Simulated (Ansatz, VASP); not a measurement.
# One calculation of Mo, two programs

File INCAR:

```
SYSTEM = Mo
  ALGO = Normal
  EDIFF = 1E-7
  EDIFFG = -0.001
  ENCUT = 600
  GGA = PE
  IBRION = 2
  ISIF = 3
  ISMEAR = -1
  LASPH = .True.
  LCHARG = .False.
  LREAL = .False.
  LWAVE = .False.
  NELM = 80
  NSW = 80
  PREC = Accurate
  SIGMA = 0.15
```

Contents of KPOINTS:

```
k-points
0
Gamma
  16 16 16
  0 0 0
```

File POSCAR:

```
Mo
1.0
   -1.5800494451      1.5800494451      1.5800494451
    1.5800494451     -1.5800494451      1.5800494451
    1.5800494451      1.5800494451     -1.5800494451
Mo
1
Direct
    0.0000000000      0.0000000000      0.0000000000
```

Input for Ansatz:

```yaml
crystal:
  lattice:
    - [-1.5800494451, 1.5800494451, 1.5800494451]
    - [1.5800494451, -1.5800494451, 1.5800494451]
    - [1.5800494451, 1.5800494451, -1.5800494451]
  atoms:
    - { symbol: Mo, position: [0.0, 0.0, 0.0] }
basis:
  ecutwfc: 420
kpoints:
  mp_grid: { grid: [16, 16, 16] }
hamiltonian:
  xc: pbe
  pseudopotentials: { kind: paw, azcp: { folder: soft_1 } }
scf:
  occupations: { method: fermi_dirac, width: 0.15 }
output:
  forces: true
  stress: true
  eigenvalues: true
relax:
  adjacent_minimum: "off"
  f_tol: 0.001
  max_steps: 60
  cell: { stress_tol: 0.01 }
```

Alike in both runs: task relaxation of cell and atoms; functional PBE; k mesh 16 × 16 × 16; occupations fermi-dirac, width 0.15 eV; no spin polarisation.

|  | VASP | Ansatz |
| --- | --- | --- |
| version | VASP 6.6.1 | Ansatz 0.2.0 |
| potentials or method | VASP PAW PBE potentials, release 64 (Mo_sv), cutoff 600 eV | scalar-relativistic, plane waves, PAW |
| valence electrons in the cell | 14 | 14 |

|  | VASP | Ansatz | Ansatz less VASP |
| --- | --- | --- | --- |
| gap on the k mesh at the Fermi level, each at its own relaxed structure (eV) | none | none | - |
| relaxed volume (Å³/atom) | 15.82 | 15.79 | -0.024 |
| relaxed cell length with the largest relative difference (Å) | 2.739 | 2.738 | -0.0014 |

A gap of «none» marks a metal or a gap that the smearing closes.
